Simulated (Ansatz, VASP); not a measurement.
## SrMg: VASP beside Ansatz

File INCAR:

```
  ALGO = Fast
  EDIFF = 1E-6
  ENCUT = 520
  GGA = CA
  ISIF = 2
  ISMEAR = 0
  LASPH = True
  LCHARG = False
  LREAL = False
  LWAVE = False
  NBANDS = 13
  NELM = 100
  PREC = Accurate
  SIGMA = 0.15
```

File KPOINTS:

```
k-points
0
Gamma
  12 12 12
```

File POSCAR:

```
SrMg
1.0
    3.8415000000      0.0000000000      0.0000000000
    0.0000000000      3.8415000000      0.0000000000
    0.0000000000      0.0000000000      3.9000000000
Sr Mg
1 1
Direct
    0.5000000000      0.5000000000      0.5000000000
    0.0000000000      0.0000000000      0.0000000000
```

Input for Ansatz:

```yaml
crystal:
  lattice:
    - [3.8415, 0.0, 0.0]
    - [0.0, 3.8415, 0.0]
    - [0.0, 0.0, 3.9]
  atoms:
    - { symbol: Sr, position: [0.5, 0.5, 0.5] }
    - { symbol: Mg, position: [0.0, 0.0, 0.0] }
basis:
  ecutwfc: 420
kpoints:
  mp_grid: { grid: [12, 12, 12] }
hamiltonian:
  xc: lda
scf:
  occupations: { method: gaussian, width: 0.15 }
output:
  forces: true
  stress: true
  eigenvalues: true
```

Change from the starting cell: strain -0.015 along x and y, +0.000 along z, atoms carried along.

Alike in both runs: task single point; functional LDA; k mesh 12 × 12 × 12; occupations gaussian, width 0.15 eV; no spin polarisation.

|  | VASP | Ansatz |
| --- | --- | --- |
| version | VASP 6.6.1 | Ansatz 0.2.0 |
| potentials or method | VASP PAW LDA potentials, release 64 (Sr_sv, Mg), cutoff 520 eV | scalar-relativistic, plane waves, PAW |
| valence electrons in the cell | 12 | 20 |

|  | VASP | Ansatz | Ansatz less VASP |
| --- | --- | --- | --- |
| gap on the k mesh at the Fermi level (eV) | none | none | - |
| pressure (GPa) | 4.4 | 4.5 | +0.14 |
| traceless stress, the component that is largest in VASP (GPa) | -0.10 | -0.10 | +0.003 |

LDA's correlation is that of Perdew and Zunger in VASP and of Perdew and Wang (1992) in Ansatz. A gap of «none» marks a metal or a gap that the smearing closes. VASP's potentials hold 12 valence electrons a cell and Ansatz's 20, so a difference there can come from the potentials and not from the codes.
